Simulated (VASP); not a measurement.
# HfN (F-43m) in VASP: further runs

The runs below take HfN through single point, relaxation of cell and atoms, with PBEsol.

Program: VASP 6.6.1. These are calculated values, not measurements. Logs are shortened: lines on timing, memory, paths and dates and some standing lists are left out, and cuts for length are marked.

**1. The cell of the first run**

The structure is cubic, space group F-43m (No. 216). Conventional cell: a = 4.852 Å, b = 4.852 Å, c = 4.852 Å, α = 90.00°, β = 90.00°, γ = 90.00°. Hf (site symmetry -43m) has 4 N at 2.10 Å within 2.8 Å. N (site symmetry -43m) has 4 Hf at 2.10 Å within 2.8 Å.

**2. Single point, PBEsol**

Input file INCAR:

```
SYSTEM = HfN
PREC = Accurate ; ENCUT = 600
EDIFF = 1E-6 ; ISMEAR = -1
SIGMA = 0.1 ; LREAL = .False.
LASPH = .True. ; NELM = 120
ALGO = Normal ; ISIF = 2
LWAVE = .False. ; LCHARG = .True.
GGA = PS ; LELF = .True.
LVHAR = .True. ; NBANDS = 14
GGA_COMPAT = .False.
```

Input file KPOINTS:

```
Automatic mesh
0
Gamma
  11 11 11
  0 0 0
```

Input file POSCAR:

```
HfN
1.0
    0.0000000000      2.4260418566      2.4260418566
    2.4260418566      0.0000000000      2.4260418566
    2.4260418566      2.4260418566      0.0000000000
Hf N
1 1
Direct
    0.0000000000      0.0000000000      0.0000000000
    0.2500000000      0.2500000000      0.2500000000
```

Potentials or basis: VASP PAW PBE potentials, release 64 (Hf_pv, N).

Launch:

```bash
> cat potpaw_PBE.64/Hf_pv/POTCAR potpaw_PBE.64/N/POTCAR > POTCAR
> mpirun -np 1 vasp_std > vasp.out
```

OUTCAR:

```text
SYSTEM = HfN
   PREC = Accurate
   ENCUT = 600
   EDIFF = 1E-6
   ISMEAR = -1
   LREAL = .False.
   LASPH = .True.
   NELM = 120
   ISIF = 2
   GGA = PS

 ion  position               nearest neighbor table
   1  0.000  0.000  0.000-   2 2.10   2 2.10   2 2.10   2 2.10
   2  0.250  0.250  0.250-   1 2.10   1 2.10   1 2.10   1 2.10

  LATTYP: Found a face centered cubic cell.
 ALAT       =     4.8520837132

  Lattice vectors:

 A1 = (   0.0000000000,   2.4260418566,   2.4260418566)
 A2 = (   2.4260418566,   0.0000000000,   2.4260418566)
 A3 = (   2.4260418566,   2.4260418566,   0.0000000000)

Analysis of symmetry for initial positions (statically):
=====================================================================
 Subroutine PRICEL returns:
 Original cell was already a primitive cell.

 Routine SETGRP: Setting up the symmetry group for a
 face centered cubic supercell.

 Subroutine GETGRP returns: Found 24 space group operations
 (whereof 24 operations were pure point group operations)
 out of a pool of 48 trial point group operations.

The static configuration has the point symmetry T_d .

Analysis of symmetry for dynamics (positions and initial velocities):
=====================================================================
 Subroutine PRICEL returns:
 Original cell was already a primitive cell.

 Routine SETGRP: Setting up the symmetry group for a
 face centered cubic supercell.

 Subroutine GETGRP returns: Found 24 space group operations
 (whereof 24 operations were pure point group operations)
 out of a pool of 48 trial point group operations.

The dynamic configuration has the point symmetry T_d .

 Subroutine INISYM returns: Found 24 space group operations
 (whereof 24 operations are pure point group operations),
 and found     1 'primitive' translations

----------------------------------------------------------------------------------------

                                     Primitive cell

  volume of cell :      28.5578

  direct lattice vectors                    reciprocal lattice vectors
     0.000000000  2.426041857  2.426041857    -0.206097021  0.206097021  0.206097021
     2.426041857  0.000000000  2.426041857     0.206097021 -0.206097021  0.206097021
     2.426041857  2.426041857  0.000000000     0.206097021  0.206097021 -0.206097021

  length of vectors
     3.430941296  3.430941296  3.430941296     0.356970512  0.356970512  0.356970512

[... 81 lines left out ...]
   LREAL  =      F    real-space projection
   EDIFFG = 0.1E-04   stopping-criterion for IOM
   NSW    =      0    number of steps for IOM
   IBRION =     -1    ionic relax: 0-MD 1-quasi-New 2-CG
   NFREE  =      0    steps in history (QN), initial steepest desc. (CG)
   ISIF   =      2    stress and relaxation
   ISYM   =      2    0-nonsym 1-usesym 2-fastsym
   POTIM  = 0.5000    time-step for ionic-motion
   TEBEG  =    0.0;   TEEND  =   0.0 temperature during run
   PSTRESS=    0.0 pullay stress
   NELECT =      15.0000    total number of electrons
   NUPDOWN=      -1.0000    fix difference up-down
   EMIN   =  10.00;   EMAX   =-10.00  energy-range for DOS
   EFERMI =   0.00;   METHOD = LEGACY
   ISMEAR =    -1;   SIGMA  =   0.10  broadening in eV -4-tet -1-fermi 0-gaus
   EFERMI_NEDOS =   21; number of points for ismear=-14 and -15
   IALGO  =     38    algorithm
   IMIX   =      4    mixing-type and parameters
     AMIX     =   0.40;   BMIX     =  1.00
     AMIX_MAG =   1.60;   BMIX_MAG =  1.00
  volume/ion in A,a.u.               =      14.28        96.36
  Fermi-wavevector in a.u.,A,eV,Ry     =   1.320881  2.496103 23.738440  1.744726
  Thomas-Fermi vector in A             =   2.450675
   LORBIT       =      0    0 simple, 1 ext, 2 COOP (PROOUT), +10 PAW based schemes
   GGA     = PS    functional components
   LHFCALC =     F    Hartree Fock is set to
   AEXX    =    0.0000 exact exchange contribution
   IVDW    =     0    specifies the selected vdW correction
   LEPSILON=     F    determine dielectric tensor
   LRPA    =     F    only Hartree local field effects (RPA)
 non-spin polarized calculation
  energy-cutoff  :      600.00
  volume of cell :       28.56
 maximum number of plane-waves:       967
   NGX = 13   NGY = 13   NGZ = 13

 number of electron      15.0000003 magnetization

 Free energy of the ion-electron system (eV)
  ---------------------------------------------------
  ext. energy  EPLUGINS =         0.00000000
  ---------------------------------------------------
  free energy    TOTEN  =       -22.28136116 eV

  energy without entropy =      -22.26200897  energy(sigma->0) =      -22.27168507

 E-fermi :   5.8694     XC(G=0): -11.5666

 val. band max:        5.8248828584   @ k =   0.0909   0.0909   0.0000
 cond. band min:       6.0265043787   @ k =   0.2727   0.1818   0.0000
 fundamental gap:      0.2016215203
 Fermi energy:         5.8693615055

 k-point     1 :       0.0000    0.0000    0.0000
  band No.  band energies     occupation
      1     -25.0554      2.00000
      2     -25.0554      2.00000
      3     -25.0554      2.00000
      4     -10.4051      2.00000
      5       0.2568      2.00000
      6       0.2568      2.00000
      7       0.2568      2.00000
      8       5.2287      1.99670
      9       8.1619      0.00000
     10       8.1619      0.00000
     11      12.6925      0.00000
     12      12.6925      0.00000
     13      12.6925      0.00000
     14      18.3479      0.00000
[... 377 lines left out ...]
      1     -25.3673      2.00000
      2     -25.1756      2.00000
      3     -25.0931      2.00000
      4      -9.5541      2.00000
      5      -0.3860      2.00000
      6       0.7191      2.00000
      7       0.7513      2.00000
      8       7.0393      0.00002
      9       7.7605      0.00000
     10       8.3099      0.00000
     11      11.4209      0.00000
     12      12.8061      0.00000
     13      13.5996      0.00000
     14      15.2514      0.00000

 [... further k-points ...]
[... 5 lines left out ...]
  --------------------------------------------------------------------------------------
  -------------------------------------------------------------------------------------
  Total        0.1940298      0.1940298      0.1940298      0.0000000     -0.0000000      0.0000000
  in kB       10.8856438     10.8856438     10.8856438      0.0000000     -0.0000000      0.0000000
  external PRESSURE =      10.8856438 kB  Pullay stress =       0.0000000 kB

 VOLUME and BASIS-vectors are now :
 -----------------------------------------------------------------------------
  energy-cutoff  :      600.00
  volume of cell :       28.56
      direct lattice vectors                 reciprocal lattice vectors
     0.000000000  2.426041857  2.426041857    -0.206097021  0.206097021  0.206097021
     2.426041857  0.000000000  2.426041857     0.206097021 -0.206097021  0.206097021
     2.426041857  2.426041857  0.000000000     0.206097021  0.206097021 -0.206097021

 POSITION                                       TOTAL-FORCE (eV/Angst)
 -----------------------------------------------------------------------------------
      0.00000      0.00000      0.00000         0.000000      0.000000      0.000000
      1.21302      1.21302      1.21302        -0.000000     -0.000000     -0.000000
 -----------------------------------------------------------------------------------
    total drift:                               -0.000000     -0.000000     -0.000000

  FREE ENERGIE OF THE ION-ELECTRON SYSTEM (eV)
  ---------------------------------------------------
  free  energy   TOTEN  =       -22.2813611596 eV

  energy  without entropy=      -22.2620089708  energy(sigma->0) =      -22.27168507
```

OSZICAR:

```text
N       E                     dE             d eps       ncg     rms          rms(c)
DAV:   1     0.455947808510E+02    0.45595E+02   -0.83353E+03  1576   0.110E+03
DAV:   2    -0.228374197864E+02   -0.68432E+02   -0.62720E+02  2100   0.251E+02
DAV:   3    -0.255702975456E+02   -0.27329E+01   -0.27174E+01  1898   0.420E+01
DAV:   4    -0.255850791737E+02   -0.14782E-01   -0.14780E-01  1814   0.359E+00
DAV:   5    -0.255852152590E+02   -0.13609E-03   -0.13608E-03  1874   0.309E-01    0.579E+01
DAV:   6    -0.224033249510E+02    0.31819E+01   -0.11306E+01  1850   0.246E+01    0.409E+01
DAV:   7    -0.223070598332E+02    0.96265E-01   -0.68037E-01  1676   0.740E+00    0.250E+01
DAV:   8    -0.222893358023E+02    0.17724E-01   -0.92550E-02  1832   0.277E+00    0.645E+00
DAV:   9    -0.222816421164E+02    0.76937E-02   -0.22198E-02  1802   0.113E+00    0.185E+00
DAV:  10    -0.222813951341E+02    0.24698E-03   -0.16640E-03  1850   0.369E-01    0.306E-01
DAV:  11    -0.222813640786E+02    0.31055E-04   -0.12480E-04  1832   0.105E-01    0.743E-02
DAV:  12    -0.222813613669E+02    0.27117E-05   -0.20473E-05  2054   0.358E-02    0.266E-02
DAV:  13    -0.222813611596E+02    0.20729E-06   -0.10633E-06  1144   0.104E-02
   1 F= -.22281361E+02 E0= -.22271685E+02  d E =-.193522E-01
```

Wall time 13 s (1 thread of Intel Xeon 6975P-C (Granite Rapids), shared host); peak memory 0.17 GiB.

What came out:

```
Free energy            : -22.2814 eV
Pressure               : 1.1 GPa
Band gap on the k mesh : zero (an odd number of electrons rules out a gap without spin polarisation)
```

Caveat: the PAW data sets were made with another functional, which shifts forces and pressure a little; spin-orbit coupling is left out, which moves the levels of the heavy elements.

**3. Single point, PBEsol**

This run uses another cell than the first one, of 14.15 Å³/atom.

Input file INCAR:

```
  PREC = Accurate
  ENCUT = 600
  EDIFF = 1E-6
  ISMEAR = -1
  SIGMA = 0.1
  LREAL = False
  LASPH = True
  NELM = 120
  ALGO = Normal
  ISIF = 2
  LWAVE = False
  LCHARG = False
  GGA = PS
  NBANDS = 14
  GGA_COMPAT = False
```

Input file KPOINTS:

```
Automatic mesh
0
Gamma
  11 11 11
```

Input file POSCAR:

```
HfN
1.0
    0.0000000000      2.4185041381      2.4185041381
    2.4185041381      0.0000000000      2.4185041381
    2.4185041381      2.4185041381      0.0000000000
Hf N
1 1
Direct
    0.0000000000      0.0000000000      0.0000000000
    0.2500000000      0.2500000000      0.2500000000
```

Potentials or basis: VASP PAW PBE potentials, release 64 (Hf_pv, N).

Launch:

```bash
> cat potpaw_PBE.64/Hf_pv/POTCAR potpaw_PBE.64/N/POTCAR > POTCAR
> mpirun -np 1 vasp_std > vasp.out
```

OUTCAR:

```text
PREC = Accurate
   ENCUT = 600
   EDIFF = 1E-6
   ISMEAR = -1
   LREAL = False
   LASPH = True
   NELM = 120
   ISIF = 2
   GGA = PS

 ion  position               nearest neighbor table
   1  0.000  0.000  0.000-   2 2.09   2 2.09   2 2.09   2 2.09
   2  0.250  0.250  0.250-   1 2.09   1 2.09   1 2.09   1 2.09

  LATTYP: Found a face centered cubic cell.
 ALAT       =     4.8370082762

  Lattice vectors:

 A1 = (   0.0000000000,   2.4185041381,   2.4185041381)
 A2 = (   2.4185041381,   0.0000000000,   2.4185041381)
 A3 = (   2.4185041381,   2.4185041381,   0.0000000000)
[... 583 lines left out ...]
     10       8.4075      0.00000
     11      11.5697      0.00000
     12      12.9608      0.00000
     13      13.7657      0.00000
     14      15.3840      0.00000

 [... further k-points ...]
[... 5 lines left out ...]
  --------------------------------------------------------------------------------------
  -------------------------------------------------------------------------------------
  Total        0.5510033      0.5510033      0.5510033      0.0000000      0.0000000      0.0000000
  in kB       31.2028492     31.2028492     31.2028492      0.0000000      0.0000000      0.0000000
  external PRESSURE =      31.2028492 kB  Pullay stress =       0.0000000 kB

 VOLUME and BASIS-vectors are now :
 -----------------------------------------------------------------------------
  energy-cutoff  :      600.00
  volume of cell :       28.29
      direct lattice vectors                 reciprocal lattice vectors
     0.000000000  2.418504138  2.418504138    -0.206739361  0.206739361  0.206739361
     2.418504138  0.000000000  2.418504138     0.206739361 -0.206739361  0.206739361
     2.418504138  2.418504138  0.000000000     0.206739361  0.206739361 -0.206739361

 POSITION                                       TOTAL-FORCE (eV/Angst)
 -----------------------------------------------------------------------------------
      0.00000      0.00000      0.00000        -0.000000     -0.000000     -0.000000
      1.20925      1.20925      1.20925         0.000000      0.000000      0.000000
 -----------------------------------------------------------------------------------
    total drift:                               -0.000000     -0.000000     -0.000000

  FREE ENERGIE OF THE ION-ELECTRON SYSTEM (eV)
  ---------------------------------------------------
  free  energy   TOTEN  =       -22.2776079099 eV

  energy  without entropy=      -22.2583842875  energy(sigma->0) =      -22.26799610
```

OSZICAR:

```text
N       E                     dE             d eps       ncg     rms          rms(c)
DAV:   1     0.458803164545E+02    0.45880E+02   -0.84896E+03  1568   0.110E+03
DAV:   2    -0.228710499570E+02   -0.68751E+02   -0.64366E+02  2128   0.255E+02
DAV:   3    -0.255635115435E+02   -0.26925E+01   -0.26805E+01  1820   0.422E+01
DAV:   4    -0.255778051653E+02   -0.14294E-01   -0.14292E-01  1826   0.356E+00
DAV:   5    -0.255779416834E+02   -0.13652E-03   -0.13652E-03  1862   0.312E-01    0.589E+01
DAV:   6    -0.223936831542E+02    0.31843E+01   -0.11208E+01  1862   0.246E+01    0.414E+01
DAV:   7    -0.223026436082E+02    0.91040E-01   -0.67091E-01  1688   0.737E+00    0.251E+01
DAV:   8    -0.222851356687E+02    0.17508E-01   -0.86642E-02  1838   0.269E+00    0.633E+00
DAV:   9    -0.222778911119E+02    0.72446E-02   -0.21028E-02  1784   0.110E+00    0.186E+00
DAV:  10    -0.222776421787E+02    0.24893E-03   -0.16522E-03  1862   0.369E-01    0.315E-01
DAV:  11    -0.222776108061E+02    0.31373E-04   -0.12563E-04  1844   0.106E-01    0.734E-02
DAV:  12    -0.222776081170E+02    0.26891E-05   -0.20432E-05  2096   0.359E-02    0.267E-02
DAV:  13    -0.222776079099E+02    0.20716E-06   -0.10513E-06  1132   0.104E-02
   1 F= -.22277608E+02 E0= -.22267996E+02  d E =-.192236E-01
```

Wall time 12 s (1 thread of Intel Xeon 6975P-C (Granite Rapids), shared host); peak memory 0.17 GiB.

What came out:

* Free energy: -22.2776 eV
* Pressure: 3.1 GPa
* Band gap on the k mesh: zero (an odd number of electrons rules out a gap without spin polarisation)

Levels at points of the mesh, in eV from the Fermi level:
| k point | band 3 | band 4 | band 5 | band 6 | band 7 | band 8 | band 9 | band 10 | band 11 | band 12 |
| --- | --- | --- | --- | --- | --- | --- | --- | --- | --- | --- |
| (0.00, 0.00, 0.00) | -30.89 | -16.32 | -5.66 | -5.66 | -5.66 | -0.62 | 2.32 | 2.32 | 6.88 | 6.88 |

Caveat: the cell stands under pressure; the PAW data sets were made with another functional, which shifts forces and pressure a little; spin-orbit coupling is left out, which moves the levels of the heavy elements.

**4. Relaxation of cell and atoms, PBEsol**

This run uses another cell than the first one, of 14.79 Å³/atom.

Input file INCAR:

```
SYSTEM = HfN
PREC = Accurate
ENCUT = 600
EDIFF = 1E-7
ISMEAR = -1
SIGMA = 0.1
LREAL = .False.
LASPH = .True.
NELM = 120
ALGO = Normal
ISIF = 3
LWAVE = .False.
LCHARG = .False.
GGA = PS
IBRION = 2
NSW = 60
EDIFFG = -0.01
GGA_COMPAT = .False.
NELMIN = 4
```

Input file KPOINTS:

```
regular mesh
0
Gamma
  11 11 11
  0 0 0
```

Input file POSCAR:

```
HfN
1.0
    0.0000000000      2.4548220000      2.4548220000
    2.4548220000      0.0000000000      2.4548220000
    2.4548220000      2.4548220000      0.0000000000
Hf N
1 1
Direct
    0.0000000000      0.0000000000      0.0000000000
    0.2500000000      0.2500000000      0.2500000000
```

Launch:

```bash
> cat potpaw_PBE.64/Hf_pv/POTCAR potpaw_PBE.64/N/POTCAR > POTCAR
> mpirun -np 1 vasp_std > vasp.out
```

It took 26 s on 1 thread of Intel Xeon 6975P-C (Granite Rapids), shared host; peak memory 0.18 GiB.

It converged, with:

```yaml
Free_energy: -22.2829 eV
Relaxed_volume: 14.36 Å³/atom
Relaxed_cell: a = 3.437 Å, b = 3.437 Å, c = 3.437 Å, α = 60.00°, β = 60.00°, γ = 60.00°
Space_group_after_relaxing_to_0.1_Å: F-43m (No. 216)
Energy_gained_by_relaxing: 8.4 meV/atom
Ionic_steps: 3
Pressure_after_relaxing: -0.1 GPa
Band_gap_on_the_k_mesh: zero (an odd number of electrons rules out a gap without spin polarisation)
```

Step by step:
```
step  energy change (eV)  largest force (eV/Å)  pressure (GPa)  volume (Å³)
   1              0.0000                0.0000           -5.95        29.59
   2              0.0320                0.0000           11.62        27.30
   3             -0.0169                0.0000           -0.09        28.72
```

Final structure:
```
Hf N
1.0
     0.00000    2.43049    2.43049
     2.43049    0.00000    2.43049
     2.43049    2.43049    0.00000
Hf N
1 1
Direct
  0.00000 0.00000 0.00000
  0.25000 0.25000 0.25000
```

Levels at points of the mesh, in eV from the Fermi level:
```tsv
k point	band 3	band 4	band 5	band 6	band 7	band 8	band 9	band 10	band 11
(0.00, 0.00, 0.00)	-30.94	-16.25	-5.59	-5.59	-5.59	-0.65	2.28	2.28	6.79
```

Caveat: the PAW data sets were made with another functional, which shifts forces and pressure a little; spin-orbit coupling is left out, which moves the levels of the heavy elements.

(Part 1 of 2 ends here.)
